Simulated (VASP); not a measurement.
# TiAl (P4mm) in VASP: a series of runs

The runs below take TiAl through single point, with PBE.

Everything below comes from runs of VASP 6.6.1. Logs are shortened: lines on timing, memory, paths and dates and some standing lists are left out, and cuts for length are marked.

## Step 1: The cell of the first run

The structure is tetragonal, space group P4mm (No. 99). Conventional cell: a = 3.179 Å, b = 3.179 Å, c = 3.179 Å, α = 90.00°, β = 90.00°, γ = 90.00°. Ti (site symmetry 4mm) has 8 Al at 2.56 to 2.99 Å and 6 Ti at 3.18 Å within 3.4 Å. Within 3.4 Å of Al (site symmetry 4mm) lie 8 Ti at 2.56 to 2.99 Å and 6 Al at 3.18 Å.

## Step 2: Single point, PBE (one atom moved)

Input file INCAR:

```
PREC     = Accurate       # precision mode
ENCUT    = 520            # plane-wave cutoff, eV
EDIFF    = 1E-6           # SCF threshold, eV
ISMEAR   = 0              # smearing method
SIGMA    = 0.1            # smearing width, eV
LREAL    = False          # projectors in reciprocal space
LASPH    = True           # aspherical terms in the spheres
NELM     = 80             # most SCF steps
ALGO     = Fast           # electronic algorithm
ISIF     = 2              # what is computed and relaxed
LWAVE    = False          # write WAVECAR
LCHARG   = False          # write CHGCAR
GGA      = PE             # functional
NBANDS   = 14             # bands
```

Input file KPOINTS:

```
Automatic mesh
0
Gamma
  12 12 12
```

Input file POSCAR:

```
TiAl
1.0
    3.1790640000      0.0000000000      0.0000000000
    0.0000000000      3.1790640000      0.0000000000
    0.0000000000      0.0000000000      3.1790640000
Ti Al
1 1
Direct
    0.0000000000      0.0000000000      0.0000000000
    0.6179592484      0.5000000000      0.5000000000
```

Potentials or basis: VASP PAW PBE potentials, release 64 (Ti_sv, Al).

Run with:

```console
> cat potpaw_PBE.64/Ti_sv/POTCAR potpaw_PBE.64/Al/POTCAR > POTCAR
> mpirun -np 1 vasp_std > vasp.out
```

OUTCAR:

```text
PREC = Accurate
   ENCUT = 520
   EDIFF = 1E-6
   ISMEAR = 0
   LREAL = False
   LASPH = True
   NELM = 80
   ISIF = 2
   GGA = PE

 ion  position               nearest neighbor table
   1  0.000  0.000  0.000-   2 2.56   2 2.56   2 2.56   2 2.56   2 2.99   2 2.99   2 2.99   2 2.99

   2  0.618  0.500  0.500-   1 2.56   1 2.56   1 2.56   1 2.56   1 2.99   1 2.99   1 2.99   1 2.99

  LATTYP: Found a simple cubic cell.
 ALAT       =     3.1790640000

  Lattice vectors:

 A1 = (   3.1790640000,   0.0000000000,   0.0000000000)
 A2 = (   0.0000000000,   3.1790640000,   0.0000000000)
 A3 = (   0.0000000000,   0.0000000000,   3.1790640000)

Analysis of symmetry for initial positions (statically):
=====================================================================
 Subroutine PRICEL returns:
 Original cell was already a primitive cell.

 Routine SETGRP: Setting up the symmetry group for a
 simple cubic supercell.

 Subroutine GETGRP returns: Found  8 space group operations
 (whereof  8 operations were pure point group operations)
 out of a pool of 48 trial point group operations.

The static configuration has the point symmetry C_4v.

Analysis of symmetry for dynamics (positions and initial velocities):
=====================================================================
 Subroutine PRICEL returns:
 Original cell was already a primitive cell.

 Routine SETGRP: Setting up the symmetry group for a
 simple cubic supercell.

 Subroutine GETGRP returns: Found  8 space group operations
 (whereof  8 operations were pure point group operations)
 out of a pool of 48 trial point group operations.

The dynamic configuration has the point symmetry C_4v.

 Subroutine INISYM returns: Found  8 space group operations
 (whereof  8 operations are pure point group operations),
 and found     1 'primitive' translations

----------------------------------------------------------------------------------------

                                     Primitive cell

  volume of cell :      32.1290

  direct lattice vectors                    reciprocal lattice vectors
     3.179064000  0.000000000  0.000000000     0.314557996  0.000000000  0.000000000
     0.000000000  3.179064000  0.000000000     0.000000000  0.314557996  0.000000000
     0.000000000  0.000000000  3.179064000     0.000000000  0.000000000  0.314557996

  length of vectors
     3.179064000  3.179064000  3.179064000     0.314557996  0.314557996  0.314557996

  position of ions in fractional coordinates (direct lattice)
     0.000000000  0.000000000  0.000000000
     0.617959248  0.500000000  0.500000000

  ion indices of the primitive-cell ions
   primitive index   ion index
                 1           1
                 2           2

----------------------------------------------------------------------------------------

 KPOINTS: Automatic mesh

Automatic generation of k-mesh.
 Grid dimensions read from file:
 generate k-points for:   12   12   12

 Generating k-lattice:

  Cartesian coordinates                     Fractional coordinates (reciprocal lattice)
     0.026213166  0.000000000  0.000000000     0.083333333  0.000000000  0.000000000
     0.000000000  0.026213166  0.000000000     0.000000000  0.083333333  0.000000000
     0.000000000  0.000000000  0.026213166     0.000000000  0.000000000  0.083333333

  Length of vectors
     0.026213166  0.026213166  0.026213166

  Shift w.r.t. Gamma in fractional coordinates (k-lattice)
     0.000000000  0.000000000  0.000000000

 Subroutine IBZKPT returns following result:
 ===========================================

 Found    196 irreducible k-points:

 Following reciprocal coordinates:
            Coordinates               Weight
  0.000000  0.000000  0.000000      1.000000
  0.083333  0.000000  0.000000      2.000000
  0.000000  0.083333  0.000000      4.000000
  0.166667  0.000000  0.000000      2.000000
  0.000000  0.166667  0.000000      4.000000
  0.250000  0.000000  0.000000      2.000000
[... 16 lines left out ...]
  0.000000  0.333333  0.083333      8.000000
  0.083333  0.000000  0.333333      8.000000
 [... further k-points ...]
   k-points           NKPTS =    196   k-points in BZ     NKDIM =    196   number of bands    NBANDS=     14
   number of dos      NEDOS =    301   number of ions     NIONS =      2
   total plane-waves  NPLWV =  13824
   dimension x,y,z NGX =    24 NGY =   24 NGZ =   24
   dimension x,y,z NGXF=    48 NGYF=   48 NGZF=   48
   ions per type =               1   1
   NGX,Y,Z   is equivalent  to a cutoff of  12.55, 12.55, 12.55 a.u.
   NGXF,Y,Z  is equivalent  to a cutoff of  25.10, 25.10, 25.10 a.u.
 SYSTEM =  unknown system
   PREC   = accura    normal or accurate (medium, high low for compatibility)
   ISTART =      0    job   : 0-new  1-cont  2-samecut
   ICHARG =      2    charge: 1-file 2-atom 10-const
   ISPIN  =      1    spin polarized calculation?
   LNONCOLLINEAR =      F non collinear calculations
   LSORBIT =      F    spin-orbit coupling
   LASPH  =      T    aspherical Exc in radial PAW
   ENCUT  =  520.0 eV  38.22 Ry    6.18 a.u.   5.91  5.91  5.91*2*pi/ulx,y,z
   NELM   =     80;   NELMIN=  2; NELMDL= -5     # of ELM steps
   EDIFF  = 0.1E-05   stopping-criterion for ELM
   LREAL  =      F    real-space projection
   EDIFFG = 0.1E-04   stopping-criterion for IOM
   NSW    =      0    number of steps for IOM
   IBRION =     -1    ionic relax: 0-MD 1-quasi-New 2-CG
   NFREE  =      0    steps in history (QN), initial steepest desc. (CG)
   ISIF   =      2    stress and relaxation
   ISYM   =      2    0-nonsym 1-usesym 2-fastsym
   POTIM  = 0.5000    time-step for ionic-motion
   TEBEG  =    0.0;   TEEND  =   0.0 temperature during run
   PSTRESS=    0.0 pullay stress
   NELECT =      15.0000    total number of electrons
   NUPDOWN=      -1.0000    fix difference up-down
   EMIN   =  10.00;   EMAX   =-10.00  energy-range for DOS
   EFERMI =   0.00;   METHOD = LEGACY
   ISMEAR =     0;   SIGMA  =   0.10  broadening in eV -4-tet -1-fermi 0-gaus
   EFERMI_NEDOS =   21; number of points for ismear=-14 and -15
   IALGO  =     68    algorithm
   IMIX   =      4    mixing-type and parameters
     AMIX     =   0.40;   BMIX     =  1.00
     AMIX_MAG =   1.60;   BMIX_MAG =  1.00
  volume/ion in A,a.u.               =      16.06       108.41
  Fermi-wavevector in a.u.,A,eV,Ry     =   1.270007  2.399964 21.945065  1.612917
  Thomas-Fermi vector in A             =   2.403017
   LORBIT       =      0    0 simple, 1 ext, 2 COOP (PROOUT), +10 PAW based schemes
   GGA     = PE    functional components
   LHFCALC =     F    Hartree Fock is set to
   AEXX    =    0.0000 exact exchange contribution
   IVDW    =     0    specifies the selected vdW correction
   LEPSILON=     F    determine dielectric tensor
   LRPA    =     F    only Hartree local field effects (RPA)
 non-spin polarized calculation
 RMM-DIIS sequential band-by-band and
 Gauss-broadening in eV      SIGMA  =   0.10
  energy-cutoff  :      520.00
  volume of cell :       32.13
 maximum number of plane-waves:       912
 NGX is ok and might be reduce to    24
   NGX = 11   NGY = 11   NGZ = 11

 number of electron      14.9999994 magnetization

 Free energy of the ion-electron system (eV)
  ---------------------------------------------------
  ext. energy  EPLUGINS =         0.00000000
  ---------------------------------------------------
  free energy    TOTEN  =       -11.67625711 eV

  energy without entropy =      -11.66333306  energy(sigma->0) =      -11.66979509

 E-fermi :   8.6824     XC(G=0): -11.0550

 val. band max:        8.6808859433   @ k =   0.5000   0.3333   0.2500
 cond. band min:       8.6925740261   @ k =   0.1667   0.3333   0.1667
 fundamental gap:      0.0116880828
 Fermi energy:         8.6824064019

 k-point     1 :       0.0000    0.0000    0.0000
  band No.  band energies     occupation
      1     -48.1247      2.00000
      2     -24.3415      2.00000
      3     -24.3415      2.00000
      4     -24.3269      2.00000
      5      -0.4770      2.00000
      6       7.1868      2.00000
      7       7.2188      2.00000
      8      10.4138      0.00000
      9      10.4932      0.00000
     10      10.4932      0.00000
     11      13.3298      0.00000
     12      13.3298      0.00000
     13      13.5814      0.00000
     14      17.4132      0.00000

 k-point     2 :       0.0833    0.0000    0.0000
  band No.  band energies     occupation
      1     -48.1238      2.00000
      2     -24.3405      2.00000
      3     -24.3405      2.00000
      4     -24.3383      2.00000
      5      -0.3678      2.00000
      6       7.1626      2.00000
      7       7.2333      2.00000
      8      10.3258      0.00000
      9      10.3258      0.00000
     10      10.4262      0.00000
     11      13.0394      0.00000
     12      13.5729      0.00000
     13      13.5729      0.00000
     14      17.6840      0.00000

 k-point     3 :       0.0000    0.0833    0.0000
  band No.  band energies     occupation
      1     -48.1237      2.00000
      2     -24.3535      2.00000
      3     -24.3405      2.00000
      4     -24.3258      2.00000
      5      -0.3655      2.00000
      6       7.1437      2.00000
      7       7.2628      2.00000
      8      10.1948      0.00000
      9      10.3466      0.00000
     10      10.5411      0.00000
     11      12.7168      0.00000
     12      13.5937      0.00000
     13      13.9838      0.00000
     14      17.3030      0.00000

 k-point     4 :       0.1667    0.0000    0.0000
  band No.  band energies     occupation
      1     -48.1211      2.00000
      2     -24.3695      2.00000
      3     -24.3378      2.00000
      4     -24.3378      2.00000
      5      -0.0445      2.00000
      6       6.9171      2.00000
      7       7.3650      2.00000
      8       9.9542      0.00000
      9       9.9542      0.00000
     10      10.4602      0.00000
     11      12.1674      0.00000
     12      14.1762      0.00000
     13      14.1762      0.00000
     14      17.2746      0.00000

 k-point     5 :       0.0000    0.1667    0.0000
  band No.  band energies     occupation
      1     -48.1210      2.00000
      2     -24.3859      2.00000
      3     -24.3376      2.00000
      4     -24.3229      2.00000
      5      -0.0357      2.00000
      6       6.9191      2.00000
      7       7.4012      2.00000
      8       9.7822      0.00000
      9      10.0114      0.00000
     10      10.5818      0.00000
     11      11.8870      0.00000
[... 276 lines left out ...]
 k-point    22 :       0.3333    0.0833    0.0000
  band No.  band energies     occupation
      1     -48.1127      2.00000
      2     -24.4525      2.00000
      3     -24.3417      2.00000
      4     -24.3293      2.00000
      5       1.2775      2.00000
      6       5.4882      2.00000
      7       7.7478      2.00000
      8       9.1132      0.00000
      9       9.2557      0.00000
     10      10.4317      0.00000
     11      11.6338      0.00000
     12      15.0553      0.00000
     13      16.0491      0.00000
     14      16.6397      0.00000

 k-point    23 :       0.0000    0.3333    0.0833
  band No.  band energies     occupation
      1     -48.1124      2.00000
      2     -24.4722      2.00000
      3     -24.3413      2.00000
      4     -24.3142      2.00000
      5       1.3092      2.00000
      6       5.5098      2.00000
      7       7.8181      2.00000
      8       8.8526      0.01610
      9       9.3489      0.00000
     10      10.5580      0.00000
     11      11.4776      0.00000
     12      15.0842      0.00000
     13      15.9166      0.00000
     14      16.8602      0.00000

 k-point    24 :       0.0833    0.0000    0.3333
  band No.  band energies     occupation
      1     -48.1124      2.00000
      2     -24.4722      2.00000
      3     -24.3288      2.00000
      4     -24.3262      2.00000
      5       1.3091      2.00000
      6       5.5083      2.00000
      7       7.8201      2.00000
      8       9.0321      0.00000
      9       9.1534      0.00000
     10      10.5557      0.00000
     11      11.4630      0.00000
     12      15.0263      0.00000
     13      16.2402      0.00000
     14      16.6301      0.00000

 [... further k-points ...]

------------------------ aborting loop because EDIFF is reached ----------------------------------------

  FORCE on cell =-STRESS in cart. coord.  units (eV):
  Direction    XX          YY          ZZ          XY          YZ          ZX
  --------------------------------------------------------------------------------------
  -------------------------------------------------------------------------------------
  Total        0.2931293      1.7114155      1.7114155      0.0000000      0.0000000     -0.0000000
  in kB       14.6174619     85.3430615     85.3430615      0.0000000      0.0000000     -0.0000000
  external PRESSURE =      61.7678616 kB  Pullay stress =       0.0000000 kB

 VOLUME and BASIS-vectors are now :
 -----------------------------------------------------------------------------
  energy-cutoff  :      520.00
  volume of cell :       32.13
      direct lattice vectors                 reciprocal lattice vectors
     3.179064000  0.000000000  0.000000000     0.314557996  0.000000000  0.000000000
     0.000000000  3.179064000  0.000000000     0.000000000  0.314557996  0.000000000
     0.000000000  0.000000000  3.179064000     0.000000000  0.000000000  0.314557996

 POSITION                                       TOTAL-FORCE (eV/Angst)
 -----------------------------------------------------------------------------------
      0.00000      0.00000      0.00000         2.283460     -0.000000     -0.000000
      1.96453      1.58953      1.58953        -2.283460      0.000000      0.000000
 -----------------------------------------------------------------------------------
    total drift:                                0.001913      0.000000     -0.000000

  FREE ENERGIE OF THE ION-ELECTRON SYSTEM (eV)
  ---------------------------------------------------
  free  energy   TOTEN  =       -11.6762571137 eV

  energy  without entropy=      -11.6633330610  energy(sigma->0) =      -11.66979509
```

Run time: 2.2 min. Hardware: 1 thread of Intel Xeon 8259CL, shared host; peak memory 0.21 GiB.

What came out:

| Item | Value |
| --- | --- |
| Free energy | -11.6763 eV |
| Pressure | 6.2 GPa |
| Largest force | 2.283 eV/Å |
| Band gap on the k mesh | zero (an odd number of electrons rules out a gap without spin polarisation) |

Forces in eV/Å, atoms in the order of the input:
```
Ti   2.283  0.000  0.000
Al  -2.283  0.000  0.000
```

Stress tensor (GPa, compression positive):
```
1.46 0.00 0.00
0.00 8.53 0.00
0.00 0.00 8.53
```

Levels at points of the mesh, in eV from the Fermi level:
| k point | band 6 | band 7 | band 8 | band 9 | band 10 | band 11 |
| --- | --- | --- | --- | --- | --- | --- |
| (0.00, 0.00, 0.00) | -1.50 | -1.46 | 1.73 | 1.81 | 1.81 | 4.65 |
| (0.50, 0.00, 0.00) | -5.00 | -0.68 | 0.27 | 0.27 | 1.92 | 3.11 |
| (0.00, 0.50, 0.00) | -5.06 | -0.59 | 0.02 | 0.33 | 2.03 | 3.01 |
| (0.50, 0.50, 0.00) | -2.30 | -2.04 | -1.10 | 0.54 | 0.80 | 2.77 |
| (0.00, 0.50, 0.50) | -2.07 | -2.07 | -1.25 | 0.97 | 0.97 | 2.78 |
| (0.50, 0.50, 0.50) | -2.93 | -2.93 | 0.72 | 2.79 | 2.79 | 2.84 |

Caveat: the cell differs from its parent crystal (one atom moved); the cell stands under pressure; forces of over 1 eV/Å act on the atoms, so gaps and moduli don't describe the material at rest.

(Part 1 of 2 ends here.)
